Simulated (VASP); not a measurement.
## La: single point with PBEsol

The system is La.

```
La
1.0
     3.79631    0.00000    0.00000
    -1.89816    3.28770    0.00000
     0.00000    0.00000   12.04126
La
4
Direct
  0.00000 0.00000 0.00000
  0.00000 0.00000 0.50000
  0.33333 0.66667 0.25000
  0.66667 0.33333 0.75000
```

```json
{"Program": "VASP 6.6.1", "Task": "single point", "Functional": "PBEsol", "Potentials or basis": "VASP PAW PBE potentials, release 64 (La)", "Cutoff": "520 eV", "k mesh": "6 × 6 × 2", "Occupations": "gaussian, width 0.1 eV", "Spin": "no spin polarisation"}
```

| Quantity | Value |
| --- | --- |
| Pressure | -2.2 GPa |
| Band gap on the k mesh | zero (band 22 reaches 8.46 eV, above the bottom of band 23 at 7.46 eV) |

Stress tensor (GPa, compression positive):
```
-2.41  0.00  0.00
 0.00 -2.41  0.00
 0.00  0.00 -1.79
```

Levels at points of the mesh, in eV from the Fermi level:
```csv
k point,band 19,band 20,band 21,band 22,band 23,band 24,band 25,band 26
"(0.00, 0.00, 0.00)",-1.93,-1.80,0.49,0.62,1.17,1.17,1.24,1.25
"(0.50, 0.00, 0.00)",-1.55,-1.07,-0.63,-0.30,-0.19,0.43,0.88,1.07
"(0.00, 0.00, 0.50)",-1.72,-1.72,0.81,0.81,1.22,1.22,1.24,1.24
"(0.50, 0.00, 0.50)",-1.42,-1.42,-1.05,-1.05,0.68,0.68,1.23,1.23
```

Run time: 100 s on 1 thread of Intel(R) Xeon(R) Platinum 8259CL CPU @ 2.50GHz (Skylake/Cascade Lake), with other jobs on the host, peak memory 0.26 GiB.

Caveat: the PAW data sets were made with another functional, which shifts forces and pressure a little; spin-orbit coupling is left out, which moves the levels of the heavy elements.
